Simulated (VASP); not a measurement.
Input of a VASP 6.6.1 run:

File INCAR:

```
  PREC = Accurate
  ENCUT = 600
  EDIFF = 1E-6
  ISMEAR = 0
  SIGMA = 0.1
  LREAL = False
  LASPH = True
  NELM = 200
  ALGO = Normal
  ISIF = 2
  LWAVE = False
  LCHARG = False
  GGA = PE
  NBANDS = 28
  GGA_COMPAT = False
  LMAXMIX = 6
```

Contents of KPOINTS:

```
Automatic mesh
0
Gamma
  4 4 4
```

POSCAR

```
Sm3O
1.0
   -2.7533554414      2.7533554414      3.1877154530
    2.7533554414     -2.7533554414      3.1877154530
    2.7533554414      2.7533554414     -3.1877154530
Sm O
3 1
Direct
    0.5000000000      0.0000000000      0.5000000000
    0.0000000000      0.5000000000      0.5000000000
    0.0000000000      0.0000000000      0.0000000000
    0.5000000000      0.5000000000      0.0000000000
```

Potentials or basis: VASP PAW PBE potentials, release 64 (Sm_3, O), 4f in core.

Command:

```console
$ cat potpaw_PBE.64/Sm_3/POTCAR potpaw_PBE.64/O/POTCAR > POTCAR
$ mpirun -np 1 vasp_std > vasp.out
```

Q: Estimate the band gap on the k mesh.

A: Zero (an odd number of electrons rules out a gap without spin polarisation).

Q: Estimate the pressure.

A: 0.6 GPa.

Stress tensor (GPa, compression positive):
```
 0.89  0.00  0.00
 0.00  0.89  0.00
 0.00  0.00 -0.06
```

Caveat: the k points lie up to 0.38 Å⁻¹ apart, too coarse for converged energies and pressures of a metal; spin-orbit coupling is left out, which moves the levels of the heavy elements; the 4f electrons are frozen in the core, so they carry no moment and show no levels; an odd number of electrons without spin polarisation forces a metal; a magnetic or distorted state may lie lower; the run has no spin polarisation, though such a crystal can be magnetic. With open d or f shells a metallic result of PBE can be an artefact of self-interaction; +U or a hybrid may open a gap.
